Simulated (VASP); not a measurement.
# GePt (CsCl type) (Pm-3m) in VASP: a series of runs

The runs below take GePt (CsCl type) through single point, with PBE.

All numbers are computed with VASP 6.6.1; they aren't measurements. Logs are shortened: lines on timing, memory, paths and dates and some standing lists are left out, and cuts for length are marked.

### 1 The cell of the first run

The structure is cubic, space group Pm-3m (No. 221). Conventional cell: a = 3.067 Å, b = 3.067 Å, c = 3.067 Å, α = 90.00°, β = 90.00°, γ = 90.00°. Within 3.5 Å of Pt (site symmetry m-3m) lie 8 Ge at 2.66 Å and 6 Pt at 3.07 Å. Within 3.5 Å of Ge (site symmetry m-3m) lie 8 Pt at 2.66 Å and 6 Ge at 3.07 Å.

### 2 Single point, PBE

INCAR reads:

```
  ALGO = Normal
  EDIFF = 1E-7
  ENCUT = 520
  GGA = PE
  ISIF = 2
  ISMEAR = -1
  LASPH = True
  LCHARG = True
  LELF = True
  LREAL = False
  LVHAR = True
  LWAVE = False
  NBANDS = 19
  NELM = 60
  PREC = Accurate
  SIGMA = 0.1
```

KPOINTS reads:

```
k-points
0
Gamma
  14 14 14
```

POSCAR reads:

```
GePt
1.0
    3.0666501045      0.0000000000      0.0000000000
    0.0000000000      3.0666501045      0.0000000000
    0.0000000000      0.0000000000      3.0666501045
Pt Ge
1 1
Direct
    0.0000000000      0.0000000000      0.0000000000
    0.5000000000      0.5000000000      0.5000000000
```

Potentials or basis: VASP PAW PBE potentials, release 64 (Pt, Ge_d).

On the command line:

```sh
cat potpaw_PBE.64/Pt/POTCAR potpaw_PBE.64/Ge_d/POTCAR > POTCAR
mpirun -np 1 vasp_std > vasp.out
```

OUTCAR:

```text
EDIFF = 1E-7
   ENCUT = 520
   GGA = PE
   ISIF = 2
   ISMEAR = -1
   LASPH = True
   LREAL = False
   NELM = 60
   PREC = Accurate

 ion  position               nearest neighbor table
   1  0.000  0.000  0.000-   2 2.66   2 2.66   2 2.66   2 2.66   2 2.66   2 2.66   2 2.66   2 2.66

   2  0.500  0.500  0.500-   1 2.66   1 2.66   1 2.66   1 2.66   1 2.66   1 2.66   1 2.66   1 2.66

  LATTYP: Found a simple cubic cell.
 ALAT       =     3.0666501045

  Lattice vectors:

 A1 = (   3.0666501045,   0.0000000000,   0.0000000000)
 A2 = (   0.0000000000,   3.0666501045,   0.0000000000)
 A3 = (   0.0000000000,   0.0000000000,   3.0666501045)

Analysis of symmetry for initial positions (statically):
=====================================================================
 Subroutine PRICEL returns:
 Original cell was already a primitive cell.

 Routine SETGRP: Setting up the symmetry group for a
 simple cubic supercell.

 Subroutine GETGRP returns: Found 48 space group operations
 (whereof 48 operations were pure point group operations)
 out of a pool of 48 trial point group operations.

The static configuration has the point symmetry O_h .

Analysis of symmetry for dynamics (positions and initial velocities):
=====================================================================
 Subroutine PRICEL returns:
 Original cell was already a primitive cell.

 Routine SETGRP: Setting up the symmetry group for a
 simple cubic supercell.

 Subroutine GETGRP returns: Found 48 space group operations
 (whereof 48 operations were pure point group operations)
 out of a pool of 48 trial point group operations.

The dynamic configuration has the point symmetry O_h .

 Subroutine INISYM returns: Found 48 space group operations
 (whereof 48 operations are pure point group operations),
 and found     1 'primitive' translations

----------------------------------------------------------------------------------------

                                     Primitive cell

  volume of cell :      28.8398

  direct lattice vectors                    reciprocal lattice vectors
     3.066650104  0.000000000  0.000000000     0.326088718  0.000000000  0.000000000
     0.000000000  3.066650104  0.000000000     0.000000000  0.326088718  0.000000000
     0.000000000  0.000000000  3.066650104     0.000000000  0.000000000  0.326088718
[... 73 lines left out ...]
   NGXF,Y,Z  is equivalent  to a cutoff of  26.02, 26.02, 26.02 a.u.
 SYSTEM =  unknown system
   PREC   = accura    normal or accurate (medium, high low for compatibility)
   ISTART =      0    job   : 0-new  1-cont  2-samecut
   ICHARG =      2    charge: 1-file 2-atom 10-const
   ISPIN  =      1    spin polarized calculation?
   LNONCOLLINEAR =      F non collinear calculations
   LSORBIT =      F    spin-orbit coupling
   LASPH  =      T    aspherical Exc in radial PAW
   ENCUT  =  520.0 eV  38.22 Ry    6.18 a.u.   5.70  5.70  5.70*2*pi/ulx,y,z
   NELM   =     60;   NELMIN=  2; NELMDL= -5     # of ELM steps
   EDIFF  = 0.1E-06   stopping-criterion for ELM
   LREAL  =      F    real-space projection
   EDIFFG = 0.1E-05   stopping-criterion for IOM
   NSW    =      0    number of steps for IOM
   IBRION =     -1    ionic relax: 0-MD 1-quasi-New 2-CG
   NFREE  =      0    steps in history (QN), initial steepest desc. (CG)
   ISIF   =      2    stress and relaxation
   ISYM   =      2    0-nonsym 1-usesym 2-fastsym
   POTIM  = 0.5000    time-step for ionic-motion
   TEBEG  =    0.0;   TEEND  =   0.0 temperature during run
   PSTRESS=    0.0 pullay stress
   NELECT =      24.0000    total number of electrons
   NUPDOWN=      -1.0000    fix difference up-down
   EMIN   =  10.00;   EMAX   =-10.00  energy-range for DOS
   EFERMI =   0.00;   METHOD = LEGACY
   ISMEAR =    -1;   SIGMA  =   0.10  broadening in eV -4-tet -1-fermi 0-gaus
   EFERMI_NEDOS =   21; number of points for ismear=-14 and -15
   IALGO  =     38    algorithm
   IMIX   =      4    mixing-type and parameters
     AMIX     =   0.40;   BMIX     =  1.00
     AMIX_MAG =   1.60;   BMIX_MAG =  1.00
  volume/ion in A,a.u.               =      14.42        97.31
  Fermi-wavevector in a.u.,A,eV,Ry     =   1.539859  2.909912 32.261678  2.371166
  Thomas-Fermi vector in A             =   2.646028
   LORBIT       =      0    0 simple, 1 ext, 2 COOP (PROOUT), +10 PAW based schemes
   GGA     = PE    functional components
   LHFCALC =     F    Hartree Fock is set to
   AEXX    =    0.0000 exact exchange contribution
   IVDW    =     0    specifies the selected vdW correction
   LEPSILON=     F    determine dielectric tensor
   LRPA    =     F    only Hartree local field effects (RPA)
 non-spin polarized calculation
  energy-cutoff  :      520.00
  volume of cell :       28.84
 maximum number of plane-waves:       804
 NGX is ok and might be reduce to    24
   NGX = 11   NGY = 11   NGZ = 11

 number of electron      23.9999989 magnetization

 Free energy of the ion-electron system (eV)
  ---------------------------------------------------
  ext. energy  EPLUGINS =         0.00000000
  ---------------------------------------------------
  free energy    TOTEN  =       -10.63774763 eV

  energy without entropy =      -10.61359198  energy(sigma->0) =      -10.62566981

 E-fermi :  11.5023     XC(G=0): -13.2315

 val. band max:       11.4971172726   @ k =   0.5000   0.4286   0.3571
 cond. band min:      11.5349861468   @ k =   0.5000   0.5000   0.0714
 fundamental gap:      0.0378688742
 Fermi energy:        11.5022739243

 k-point     1 :       0.0000    0.0000    0.0000
  band No.  band energies     occupation
      1     -13.7717      2.00000
      2     -13.7717      2.00000
      3     -13.6982      2.00000
      4     -13.6982      2.00000
      5     -13.6982      2.00000
      6      -2.6417      2.00000
[... 505 lines left out ...]
      6       0.1116      2.00000
[... 11 lines left out ...]
     18      24.4482      0.00000
     19      25.7283      0.00000

 [... further k-points ...]
[... 5 lines left out ...]
  --------------------------------------------------------------------------------------
  -------------------------------------------------------------------------------------
  Total        4.1625510      4.1625510      4.1625510      0.0000000      0.0000000      0.0000000
  in kB      231.2477231    231.2477231    231.2477231      0.0000000      0.0000000      0.0000000
  external PRESSURE =     231.2477231 kB  Pullay stress =       0.0000000 kB

 VOLUME and BASIS-vectors are now :
 -----------------------------------------------------------------------------
  energy-cutoff  :      520.00
  volume of cell :       28.84
      direct lattice vectors                 reciprocal lattice vectors
     3.066650104  0.000000000  0.000000000     0.326088718  0.000000000  0.000000000
     0.000000000  3.066650104  0.000000000     0.000000000  0.326088718  0.000000000
     0.000000000  0.000000000  3.066650104     0.000000000  0.000000000  0.326088718

 POSITION                                       TOTAL-FORCE (eV/Angst)
 -----------------------------------------------------------------------------------
      0.00000      0.00000      0.00000         0.000000      0.000000      0.000000
      1.53333      1.53333      1.53333         0.000000      0.000000      0.000000
 -----------------------------------------------------------------------------------
    total drift:                                0.000000      0.000000     -0.000000

  FREE ENERGIE OF THE ION-ELECTRON SYSTEM (eV)
  ---------------------------------------------------
  free  energy   TOTEN  =       -10.6377476340 eV

  energy  without entropy=      -10.6135919834  energy(sigma->0) =      -10.62566981
```

stdout:

```text
POSCAR found type information on POSCAR PtGe
 POSCAR found :  2 types and       2 ions
 scaLAPACK will be used
 LDA part: xc-table for (Slater+PW92), standard interpolation
 POSCAR, INCAR and KPOINTS ok, starting setup
 FFT: planning ... GRIDC
 FFT: planning ... GRID_SOFT
 FFT: planning ... GRID
 WAVECAR not read
 entering main loop
```

It took 67 s on 1 thread of Intel Xeon 8259CL, shared host; peak memory 0.19 GiB.

What came out:

| Item | Value |
| --- | --- |
| Free energy | -10.6377 eV |
| Pressure | 23.1 GPa |
| Band gap on the k mesh | zero (band 12 reaches 13.72 eV, above the bottom of band 13 at 10.07 eV) |

Levels at points of the mesh, in eV from the Fermi level:
| k point | band 10 | band 11 | band 12 | band 13 | band 14 | band 15 |
| --- | --- | --- | --- | --- | --- | --- |
| (0.00, 0.00, 0.00) | -2.73 | -2.73 | 1.66 | 1.66 | 1.66 | 5.53 |
| (0.50, 0.00, 0.00) | -4.62 | -2.62 | -1.18 | 7.18 | 7.36 | 7.36 |
| (0.50, 0.50, 0.00) | -3.77 | -3.77 | -1.51 | 0.29 | 1.16 | 5.22 |
| (0.50, 0.50, 0.50) | -1.43 | -1.43 | 2.22 | 2.22 | 2.22 | 4.50 |

Caveat: spin-orbit coupling is left out, which moves the levels of the heavy elements.

### 3 Single point, PBE

INCAR reads:

```
SYSTEM = GePt
PREC = Accurate
ENCUT = 520
EDIFF = 1E-6
ISMEAR = -1
SIGMA = 0.1
LREAL = .False.
LASPH = .True.
NELM = 80
ALGO = Normal
ISIF = 2
LWAVE = .False.
LCHARG = .False.
GGA = PE
NBANDS = 19
```

KPOINTS reads:

```
Automatic mesh
0
Gamma
  14 14 14
  0 0 0
```

POSCAR reads:

```
GePt
1.0
    3.0668407100      0.0000000000      0.0000000000
    0.0000000000      3.0668407100      0.0000000000
    0.0000000000      0.0000000000      3.0668407100
Pt Ge
1 1
Direct
    0.0000000000      0.0000000000      0.0000000000
    0.5000000000      0.5000000000      0.5000000000
```

Potentials or basis: VASP PAW PBE potentials, release 64 (Pt, Ge_d).

On the command line:

```sh
cat potpaw_PBE.64/Pt/POTCAR potpaw_PBE.64/Ge_d/POTCAR > POTCAR
mpirun -np 1 vasp_std > vasp.out
```

It took 59 s on 1 thread of Intel Xeon 8259CL, shared host; peak memory 0.19 GiB.

The run converged. Its results:

```
Free energy            : -10.6385 eV
Pressure               : 23.1 GPa
Band gap on the k mesh : zero (band 12 reaches 13.71 eV, above the bottom of band 13 at 10.06 eV)
```

Levels at points of the mesh, in eV from the Fermi level:
| k point | band 10 | band 11 | band 12 | band 13 | band 14 | band 15 |
| --- | --- | --- | --- | --- | --- | --- |
| (0.00, 0.00, 0.00) | -2.73 | -2.73 | 1.66 | 1.66 | 1.66 | 5.53 |
| (0.50, 0.00, 0.00) | -4.62 | -2.62 | -1.18 | 7.18 | 7.36 | 7.36 |
| (0.50, 0.50, 0.00) | -3.77 | -3.77 | -1.51 | 0.29 | 1.16 | 5.22 |
| (0.50, 0.50, 0.50) | -1.43 | -1.43 | 2.22 | 2.22 | 2.22 | 4.50 |

Caveat: spin-orbit coupling is left out, which moves the levels of the heavy elements.
